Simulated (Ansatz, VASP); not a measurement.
One calculation of MoS, two programs

```
CELL_PARAMETERS angstrom
0.00000 2.97559 2.97559
2.97559 0.00000 2.97559
2.97559 2.97559 0.00000
ATOMIC_POSITIONS crystal
Mo 0.00000 0.00000 0.00000
S 0.25000 0.25000 0.25000
```

Alike in both runs: task relaxation of cell and atoms; functional PBE; k mesh 12 × 12 × 12; occupations gaussian, width 0.1 eV; no spin polarisation; Hubbard terms Mo d U = 4.38 eV.

|  | VASP | Ansatz |
| --- | --- | --- |
| version | VASP 6.6.1 | Ansatz 0.2.0 |
| potentials or method | VASP PAW PBE potentials, release 64 (Mo_sv, S), cutoff 600 eV | scalar-relativistic, plane waves, PAW |
| valence electrons in the cell | 20 | 20 |

|  | VASP | Ansatz | Ansatz less VASP |
| --- | --- | --- | --- |
| relaxed volume (Å³/atom) | 19.98 | 22.58 | +2.593 |
| relaxed cell length with the largest relative difference (Å) | 3.838 | 3.997 | +0.1593 |

The programs project onto different local orbitals, so the same U acts differently, and such runs can settle in different states.

Noted on VASP's run: the volume moved by over 15 % at a fixed basis, so the end points are rough.
